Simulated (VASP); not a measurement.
# AlO2 (Pnma) in VASP: single point with r2SCAN

Aim: the single point of AlO2 with r2SCAN.

All numbers are computed with VASP 6.6.1; they aren't measurements. Logs are shortened: lines on timing, memory, paths and dates and some standing lists are left out, and cuts for length are marked.

### 1 The cell of the first run

Symmetry: Pnma, No. 62, orthorhombic system. Conventional cell: a = 9.440 Å, b = 2.840 Å, c = 4.420 Å, α = 90.00°, β = 90.00°, γ = 90.00°. Al (site symmetry m) has 6 O at 1.84 to 2.02 Å within 2.4 Å. Within 2.4 Å of O (site symmetry m) lie 3 Al at 1.84 to 1.86 Å. O (site symmetry m) has 3 Al at 1.98 to 2.02 Å and 10 O at 2.49 to 2.84 Å within 2.9 Å.

### 2 Single point, r2SCAN, collinear spin, ferromagnetic start

File POSCAR:

```
AlO2
1.0
    9.4400000000      0.0000000000      0.0000000000
    0.0000000000      2.8400000000      0.0000000000
    0.0000000000      0.0000000000      4.4200000000
Al O
4 8
Direct
    0.1460000000      0.2500000000      0.9520000000
    0.8540000000      0.7500000000      0.0480000000
    0.3540000000      0.7500000000      0.4520000000
    0.6460000000      0.2500000000      0.5480000000
    0.8010000000      0.2500000000      0.2870000000
    0.1990000000      0.7500000000      0.7130000000
    0.6990000000      0.7500000000      0.7870000000
    0.3010000000      0.2500000000      0.2130000000
    0.9440000000      0.2500000000      0.8020000000
    0.0560000000      0.7500000000      0.1980000000
    0.5560000000      0.7500000000      0.3020000000
    0.4440000000      0.2500000000      0.6980000000
```

File INCAR.step1:

```
SYSTEM = AlO2
PREC     = Accurate       ! precision mode
ENCUT    = 520            ! plane-wave cutoff, eV
ISMEAR   = 0              ! smearing method
SIGMA    = 0.1            ! smearing width, eV
LREAL    = .FALSE.        ! projectors in reciprocal space
LASPH    = .TRUE.         ! aspherical terms in the spheres
NELM     = 150            ! most SCF steps
ISPIN    = 2              ! spin polarisation
MAGMOM   = 0 0 0 0 1 1 1 1 1 1 1 1 ! initial moments
NBANDS   = 46             ! bands
GGA      = PE             ! functional
ALGO     = Normal         ! electronic algorithm
EDIFF    = 1E-4           ! SCF threshold, eV
LWAVE    = .TRUE.         ! write WAVECAR
LCHARG   = .FALSE.        ! write CHGCAR
```

File INCAR.step2:

```
SYSTEM = AlO2
PREC     = Accurate       ! precision mode
ENCUT    = 520            ! plane-wave cutoff, eV
EDIFF    = 1E-7           ! SCF threshold, eV
ISMEAR   = 0              ! smearing method
SIGMA    = 0.1            ! smearing width, eV
LREAL    = .FALSE.        ! projectors in reciprocal space
LASPH    = .TRUE.         ! aspherical terms in the spheres
NELM     = 150            ! most SCF steps
ALGO     = Normal         ! electronic algorithm
ISIF     = 2              ! what is computed and relaxed
LWAVE    = .FALSE.        ! write WAVECAR
LCHARG   = .FALSE.        ! write CHGCAR
ISPIN    = 2              ! spin polarisation
MAGMOM   = 0 0 0 0 1 1 1 1 1 1 1 1 ! initial moments
LORBIT   = 11             ! projections on sites
METAGGA  = R2SCAN         ! meta-GGA
LMIXTAU  = .TRUE.       
NBANDS   = 46             ! bands
ISTART   = 1
```

File KPOINTS:

```
Automatic mesh
0
G
  2 6 4
  0 0 0
```

Potentials or basis: VASP PAW PBE potentials, release 64 (Al, O).

Launch:

```
> cat potpaw_PBE.64/Al/POTCAR potpaw_PBE.64/O/POTCAR > POTCAR
> cp INCAR.step1 INCAR
> mpirun -np 1 vasp_std > vasp.out
> cp INCAR.step2 INCAR
> mpirun -np 1 vasp_std > vasp.out
```

OUTCAR:

```text
SYSTEM = AlO2
   PREC = Accurate
   ENCUT = 520
   EDIFF = 1E-7
   ISMEAR = 0
   LREAL = .FALSE.
   LASPH = .TRUE.
   NELM = 150
   ISIF = 2
   ISPIN = 2
   LORBIT = 11
   METAGGA = R2SCAN
   ISTART = 1

 ion  position               nearest neighbor table
   1  0.146  0.250  0.952-   6 1.84   6 1.84   8 1.86  10 1.98  10 1.98   9 2.02   2 3.13   2 3.13
                             3 3.28   3 3.28   3 3.28   3 3.28
   2  0.854  0.750  0.048-   5 1.84   5 1.84   7 1.86   9 1.98   9 1.98  10 2.02   1 3.13   1 3.13
                             4 3.28   4 3.28   4 3.28   4 3.28
   3  0.354  0.750  0.452-   8 1.84   8 1.84   6 1.86  12 1.98  12 1.98  11 2.02   4 3.13   4 3.13
                             1 3.28   1 3.28   1 3.28   1 3.28
   4  0.646  0.250  0.548-   7 1.84   7 1.84   5 1.86  11 1.98  11 1.98  12 2.02   3 3.13   3 3.13
                             2 3.28   2 3.28   2 3.28   2 3.28
   5  0.801  0.250  0.287-   2 1.84   2 1.84   4 1.86
   6  0.199  0.750  0.713-   1 1.84   1 1.84   3 1.86
   7  0.699  0.750  0.787-   4 1.84   4 1.84   2 1.86
   8  0.301  0.250  0.213-   3 1.84   3 1.84   1 1.86
   9  0.944  0.250  0.802-   2 1.98   2 1.98   1 2.02
  10  0.056  0.750  0.198-   1 1.98   1 1.98   2 2.02
  11  0.556  0.750  0.302-   4 1.98   4 1.98   3 2.02
  12  0.444  0.250  0.698-   3 1.98   3 1.98   4 2.02

  LATTYP: Found a simple orthorhombic cell.
 ALAT       =     2.8400000000
 B/A-ratio  =     1.5563380282
 C/A-ratio  =     3.3239436620

  Lattice vectors:

 A1 = (   0.0000000000,   2.8400000000,   0.0000000000)
 A2 = (   0.0000000000,   0.0000000000,   4.4200000000)
 A3 = (   9.4400000000,   0.0000000000,   0.0000000000)

Analysis of symmetry for initial positions (statically):
=====================================================================
 Subroutine PRICEL returns:
 Original cell was already a primitive cell.

 Routine SETGRP: Setting up the symmetry group for a
 simple orthorhombic supercell.

 Subroutine GETGRP returns: Found  8 space group operations
 (whereof  2 operations were pure point group operations)
 out of a pool of  8 trial point group operations.

The static configuration has the point symmetry S_2 .
 The point group associated with its full space group is D_2h.

Analysis of symmetry for dynamics (positions and initial velocities):
=====================================================================
 Subroutine PRICEL returns:
 Original cell was already a primitive cell.

 Routine SETGRP: Setting up the symmetry group for a
 simple orthorhombic supercell.

 Subroutine GETGRP returns: Found  8 space group operations
 (whereof  2 operations were pure point group operations)
 out of a pool of  8 trial point group operations.

The dynamic configuration has the point symmetry S_2 .
 The point group associated with its full space group is D_2h.

Analysis of structural, dynamic, and magnetic symmetry:
=====================================================================
 Subroutine PRICEL returns:
 Original cell was already a primitive cell.

 Routine SETGRP: Setting up the symmetry group for a
 simple orthorhombic supercell.

 Subroutine GETGRP returns: Found  8 space group operations
 (whereof  2 operations were pure point group operations)
 out of a pool of  8 trial point group operations.

The overall configuration has the point symmetry S_2 .
 The point group associated with its full space group is D_2h.

 Subroutine INISYM returns: Found  8 space group operations
 (whereof  2 operations are pure point group operations),
 and found     1 'primitive' translations

----------------------------------------------------------------------------------------

                                     Primitive cell

  volume of cell :     118.4984

  direct lattice vectors                    reciprocal lattice vectors
     9.440000000  0.000000000  0.000000000     0.105932203  0.000000000  0.000000000
     0.000000000  2.840000000  0.000000000     0.000000000  0.352112676  0.000000000
     0.000000000  0.000000000  4.420000000     0.000000000  0.000000000  0.226244344

  length of vectors
     9.440000000  2.840000000  4.420000000     0.105932203  0.352112676  0.226244344

  position of ions in fractional coordinates (direct lattice)
[... 97 lines left out ...]
   NELM   =    150;   NELMIN=  2; NELMDL=  0     # of ELM steps
   EDIFF  = 0.1E-06   stopping-criterion for ELM
   LREAL  =      F    real-space projection
   EDIFFG = 0.1E-05   stopping-criterion for IOM
   NSW    =      0    number of steps for IOM
   IBRION =     -1    ionic relax: 0-MD 1-quasi-New 2-CG
   NFREE  =      0    steps in history (QN), initial steepest desc. (CG)
   ISIF   =      2    stress and relaxation
   ISYM   =      2    0-nonsym 1-usesym 2-fastsym
   POTIM  = 0.5000    time-step for ionic-motion
   TEBEG  =    0.0;   TEEND  =   0.0 temperature during run
   PSTRESS=    0.0 pullay stress
   NELECT =      60.0000    total number of electrons
   NUPDOWN=      -1.0000    fix difference up-down
   EMIN   =  10.00;   EMAX   =-10.00  energy-range for DOS
   EFERMI =   0.00;   METHOD = LEGACY
   ISMEAR =     0;   SIGMA  =   0.10  broadening in eV -4-tet -1-fermi 0-gaus
   EFERMI_NEDOS =   21; number of points for ismear=-14 and -15
   IALGO  =     38    algorithm
   IMIX   =      4    mixing-type and parameters
     AMIX     =   0.40;   BMIX     =  1.00
     AMIX_MAG =   1.60;   BMIX_MAG =  1.00
  volume/ion in A,a.u.               =       9.87        66.64
  Fermi-wavevector in a.u.,A,eV,Ry     =   1.304831  2.465774 23.165073  1.702585
  Thomas-Fermi vector in A             =   2.435741
   LORBIT       =     11    0 simple, 1 ext, 2 COOP (PROOUT), +10 PAW based schemes
   METAGGA = R2SCAN    functional components
   LHFCALC =     F    Hartree Fock is set to
   AEXX    =    0.0000 exact exchange contribution
   IVDW    =     0    specifies the selected vdW correction
   LEPSILON=     F    determine dielectric tensor
   LRPA    =     F    only Hartree local field effects (RPA)
 spin polarized calculation
 Gauss-broadening in eV      SIGMA  =   0.10
  energy-cutoff  :      520.00
  volume of cell :      118.50
 maximum number of plane-waves:      3216
   NGX = 35   NGY = 11   NGZ = 17

 number of electron      60.0000010 magnetization       4.0000000

 Free energy of the ion-electron system (eV)
  ---------------------------------------------------
  ext. energy  EPLUGINS =         0.00000000
  ---------------------------------------------------
  free energy    TOTEN  =      -102.78582488 eV

  energy without entropy =     -102.76721981  energy(sigma->0) =     -102.77652234

 E-fermi :   3.2312     XC(G=0): -11.2683

 val. band max:        3.2263213457   @ k =   0.5000   0.0000   0.0000
 cond. band min:       3.2688007134   @ k =   0.0000   0.0000   0.5000
 fundamental gap:      0.0424793678
 Fermi energy:         3.2311962339

 spin component 1

 k-point     1 :       0.0000    0.0000    0.0000
  band No.  band energies     occupation
      1     -17.1862      1.00000
      2     -16.5682      1.00000
      3     -16.3002      1.00000
      4     -15.1537      1.00000
      5     -14.9829      1.00000
      6     -14.9080      1.00000
[... 1069 lines left out ...]
     41      17.9084      0.00000
     42      17.9084      0.00000
 Fermi energy:         3.2311962339

 spin component 2

 k-point     1 :       0.0000    0.0000    0.0000
  band No.  band energies     occupation
      1     -16.3019      1.00000
      2     -15.6898      1.00000
      3     -15.2874      1.00000
      4     -14.3311      1.00000
      5     -14.1156      1.00000
      6     -14.0923      1.00000
[... 1069 lines left out ...]
     41      18.1645      0.00000
     42      18.1645      0.00000
 [bands above 42 left out]

------------------------ aborting loop because EDIFF is reached ----------------------------------------

  FORCE on cell =-STRESS in cart. coord.  units (eV):
  Direction    XX          YY          ZZ          XY          YZ          ZX
  --------------------------------------------------------------------------------------
  -------------------------------------------------------------------------------------
  Total       -4.6894132     -0.1430268     -9.0165161      0.0000000     -0.0000000      0.0000000
  in kB      -63.4039746     -1.9338173   -121.9092724      0.0000000     -0.0000000      0.0000000
  external PRESSURE =     -62.4156881 kB  Pullay stress =       0.0000000 kB

 VOLUME and BASIS-vectors are now :
 -----------------------------------------------------------------------------
  energy-cutoff  :      520.00
  volume of cell :      118.50
      direct lattice vectors                 reciprocal lattice vectors
     9.440000000  0.000000000  0.000000000     0.105932203  0.000000000  0.000000000
     0.000000000  2.840000000  0.000000000     0.000000000  0.352112676  0.000000000
     0.000000000  0.000000000  4.420000000     0.000000000  0.000000000  0.226244344

 POSITION                                       TOTAL-FORCE (eV/Angst)
 -----------------------------------------------------------------------------------
      1.37824      0.71000      4.20784        -0.386208      0.000000      0.240721
      8.06176      2.13000      0.21216         0.386208     -0.000000     -0.240721
      3.34176      2.13000      1.99784         0.386208     -0.000000      0.240721
      6.09824      0.71000      2.42216        -0.386208      0.000000     -0.240721
      7.56144      0.71000      1.26854        -0.478617      0.000000      0.157824
      1.87856      2.13000      3.15146         0.478617     -0.000000     -0.157824
      6.59856      2.13000      3.47854         0.478617      0.000000      0.157824
      2.84144      0.71000      0.94146        -0.478617      0.000000     -0.157824
      8.91136      0.71000      3.54484         0.518573      0.000000      1.458186
      0.52864      2.13000      0.87516        -0.518573      0.000000     -1.458186
      5.24864      2.13000      1.33484        -0.518573      0.000000      1.458186
      4.19136      0.71000      3.08516         0.518573     -0.000000     -1.458186
 -----------------------------------------------------------------------------------
    total drift:                                0.000000     -0.000000     -0.000000

  FREE ENERGIE OF THE ION-ELECTRON SYSTEM (eV)
  ---------------------------------------------------
  free  energy   TOTEN  =      -102.7858248750 eV

  energy  without entropy=     -102.7672198128  energy(sigma->0) =     -102.77652234

 total charge

# of ion       s       p       d       tot
------------------------------------------
    1        0.305   0.395   0.000   0.700
    2        0.305   0.395   0.000   0.700
    3        0.305   0.395   0.000   0.700
    4        0.305   0.395   0.000   0.700
    5        1.564   3.575   0.000   5.139
    6        1.564   3.575   0.000   5.139
    7        1.564   3.575   0.000   5.139
    8        1.564   3.575   0.000   5.139
    9        1.585   3.372   0.000   4.957
   10        1.585   3.372   0.000   4.957
   11        1.585   3.372   0.000   4.957
   12        1.585   3.372   0.000   4.957
--------------------------------------------------
tot         13.817  29.368   0.000  43.185

 magnetization (x)

# of ion       s       p       d       tot
------------------------------------------
    1       -0.009  -0.010   0.000  -0.020
    2       -0.009  -0.010   0.000  -0.020
    3       -0.009  -0.010   0.000  -0.020
    4       -0.009  -0.010   0.000  -0.020
    5        0.006   0.256   0.000   0.262
    6        0.006   0.256   0.000   0.262
    7        0.006   0.256   0.000   0.262
    8        0.006   0.256   0.000   0.262
    9        0.013   0.614   0.000   0.626
   10        0.013   0.614   0.000   0.626
   11        0.013   0.614   0.000   0.626
   12        0.013   0.614   0.000   0.626
--------------------------------------------------
tot          0.035   3.440   0.000   3.476
```

Wall time 7.9 min (1 thread of Intel Xeon 6975P-C (Granite Rapids), shared host); peak memory 0.41 GiB.

What came out:

```yaml
Free_energy: -102.7858 eV
Pressure: -6.2 GPa
Largest_force: 1.548 eV/Å
Band_gap_on_the_k_mesh: zero (filled and empty bands overlap)
Net_moment: 4.00 μB per cell
Site_moments: Al -0.02; O +0.26, +0.63 (each value once) μB
Valence_electrons_inside_the_program's_atomic_spheres: Al 0.70; O 5.14, 4.96 (each value once)
```

Forces on the atoms (eV/Å):
```
Al  -0.386  0.000  0.241
Al   0.386  0.000 -0.241
Al   0.386  0.000  0.241
Al  -0.386  0.000 -0.241
O   -0.479  0.000  0.158
O    0.479  0.000 -0.158
O    0.479  0.000  0.158
O   -0.479  0.000 -0.158
O    0.519  0.000  1.458
O   -0.519  0.000 -1.458
O   -0.519  0.000  1.458
O    0.519  0.000 -1.458
```

Levels at points of the mesh, in eV from the Fermi level:
Spin up:
```tsv
k point	band 28	band 29	band 30	band 31	band 32	band 33	band 34	band 35	band 36	band 37
(0.00, 0.00, 0.00)	-1.04	-0.99	-0.79	-0.69	-0.49	7.29	9.49	10.09	10.15	11.27
(0.50, 0.00, 0.00)	-1.33	-1.00	-1.00	-0.73	-0.73	8.11	8.11	10.60	10.60	11.47
(0.00, 0.50, 0.00)	-1.61	-1.60	-1.60	-1.03	-1.03	11.07	11.07	11.90	11.90	12.28
(0.50, 0.50, 0.00)	-1.83	-1.30	-1.30	-1.30	-1.30	11.66	11.66	11.66	11.66	12.41
(0.00, 0.00, 0.50)	-1.27	-1.06	-1.06	-1.03	-1.03	9.40	9.40	10.71	10.71	10.95
(0.50, 0.00, 0.50)	-1.31	-1.10	-1.10	-1.08	-1.08	9.80	9.80	10.17	10.17	10.97
(0.00, 0.50, 0.50)	-1.78	-1.27	-1.27	-1.22	-1.22	11.07	11.07	11.41	11.41	12.59
(0.50, 0.50, 0.50)	-1.71	-1.24	-1.24	-1.24	-1.24	11.47	11.47	11.47	11.47	12.31
```
Spin down:
```
           k point  band 26  band 27  band 28  band 29  band 30  band 31
(0.00, 0.00, 0.00)    -0.32    -0.15    -0.01    -0.01     0.77     1.58
(0.50, 0.00, 0.00)    -0.74     0.00     0.00     0.40     0.40     1.59
(0.00, 0.50, 0.00)    -0.86    -0.76    -0.76     0.56     0.56     0.86
(0.50, 0.50, 0.00)    -0.86    -0.86    -0.86     0.71     0.71     0.71
(0.00, 0.00, 0.50)    -0.77    -0.07    -0.07     0.04     0.04     1.22
(0.50, 0.00, 0.50)    -0.79    -0.16    -0.16    -0.08    -0.08     1.26
(0.00, 0.50, 0.50)    -0.84    -0.15    -0.15     0.50     0.50     0.96
(0.50, 0.50, 0.50)    -0.52    -0.52    -0.52     0.80     0.80     0.80
```

Caveat: the k points lie up to 0.37 Å⁻¹ apart; the PAW data sets were made with another functional, which shifts forces and pressure a little.

The gap in the log of VASP goes by the Fermi energy; the results here count the filled bands.